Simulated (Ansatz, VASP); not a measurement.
One calculation of Zr4Ag, two programs

```
Zr Ag
1.0
     0.00000    4.05547    4.05547
     4.05547    0.00000    4.05547
     4.05547    4.05547    0.00000
Zr Ag
4 1
Direct
  0.12321 0.12321 0.12321
  0.12321 0.12321 0.63038
  0.12321 0.63038 0.12321
  0.63038 0.12321 0.12321
  0.75000 0.75000 0.75000
```

Alike in both runs: functional PBE; k mesh 4 × 4 × 4; occupations gaussian, width 0.2 eV; no spin polarisation.

Ansatz relaxed the structure, and its values are those at the end. VASP's run is a single point on that final structure, the one shown.

|  | VASP | Ansatz |
| --- | --- | --- |
| version | VASP 6.6.1 | Ansatz 0.2.0 |
| potentials or method | VASP PAW PBE potentials, release 64 (Zr_sv, Ag), cutoff 520 eV | scalar-relativistic, plane waves, PAW |
| valence electrons in the cell | 59 | 67 |

Ansatz gave:

- gap on the k mesh at the Fermi level (eV): none
- pressure (GPa): 0.5
- rms of the force components (eV/Å): 0.001

Which values does VASP return?

gap on the k mesh at the Fermi level (eV): none; pressure (GPa): 0.6; rms of the force components (eV/Å): 0.004.

A gap of «none» marks a metal or a gap that the smearing closes. With one functional, cell and mesh, what is left measures potentials, basis and numerics. VASP's potentials hold 59 valence electrons a cell and Ansatz's 67, so a difference there can come from the potentials and not from the codes.
